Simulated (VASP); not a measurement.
VH2, 3 atoms in the cell. It takes space group Fm-3m (No. 225, cubic). The conventional cell has a = 3.499 Å, b = 3.499 Å, c = 3.499 Å, α = 90.00°, β = 90.00°, γ = 90.00°. V (site symmetry m-3m) has 8 H at 1.52 Å within 2.0 Å. H (site symmetry -43m) has 4 V at 1.52 Å and 6 H at 1.75 Å within 2.0 Å. 

- Program: VASP 6.6.1
- Task: electric field gradients
- Functional: LDA
- Potentials or basis: VASP PAW LDA potentials, release 64 (V_sv, H)
- Cutoff: 520 eV
- k mesh: 15 × 15 × 15
- Occupations: fermi-dirac, width 0.05 eV
- Spin: collinear spin, ferromagnetic start
- Starting moments: [1.5, 0.0, 0.0] μB
- Dipole correction: no
- Further INCAR settings: ALGO = Normal; EDIFF = 1e-08; NBANDS = 18

Potentials or basis: VASP PAW LDA potentials, release 64 (V_sv, H).

Launch:

```sh
$ cat potpaw_LDA.64/V_sv/POTCAR potpaw_LDA.64/H/POTCAR > POTCAR
$ mpirun -np 1 vasp_std > vasp.out
```

Hardware: 1 thread of Intel Xeon 8259CL, with other jobs on the host.

**Question.** How long does it take, and how much memory?

**Answer.** Run time: 80 s on 1 thread of Intel Xeon 8259CL, on a shared host, peak memory 0.15 GiB. Counts: scf iterations 15, k points 120.
